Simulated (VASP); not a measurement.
Wanted: the native input for a VASP 6.6.1 run.

| Property | Result |
| --- | --- |
| Task | single point |
| Functional | PBE |
| Potentials or basis | VASP PAW PBE potentials, release 64 (Al, Ru_pv) |
| Cutoff | 520 eV |
| k mesh | 11 × 11 × 11 |
| Occupations | fermi-dirac, width 0.1 eV |
| Spin | no spin polarisation |
| Dipole correction | no |
| Further INCAR settings | ALGO = Normal; EDIFF = 1e-06; NBANDS = 16 |

The structure of AlRu lies in POSCAR:

```
AlRu
1.0
    3.0051649510      0.0000000000      0.0000000000
    0.0000000000      3.0051649510      0.0000000000
    0.0000000000      0.0000000000      3.0051649510
Al Ru
1 1
Direct
    0.0000000000      0.0000000000      0.0000000000
    0.5000000000      0.5000000000      0.5000000000
```

One way to write it, as run:

INCAR

```
SYSTEM = AlRu
PREC = Accurate
ENCUT = 520
EDIFF = 1E-6
ISMEAR = -1
SIGMA = 0.1
LREAL = .False.
LASPH = .True.
NELM = 100
ALGO = Normal
ISIF = 2
LWAVE = .False.
LCHARG = .False.
GGA = PE
NBANDS = 16
```

KPOINTS

```
regular mesh
0
Gamma
  11 11 11
  0 0 0
```

Potentials or basis: VASP PAW PBE potentials, release 64 (Al, Ru_pv).

Launch:

```bash
$ cat potpaw_PBE.64/Al/POTCAR potpaw_PBE.64/Ru_pv/POTCAR > POTCAR
$ mpirun -np 1 vasp_std > vasp.out
```

It gave:

| Item | Value |
| --- | --- |
| Pressure | 0.0 GPa |

Run time: 12 s on 1 thread of Intel Xeon 6975P-C (shared host), peak memory 0.15 GiB.
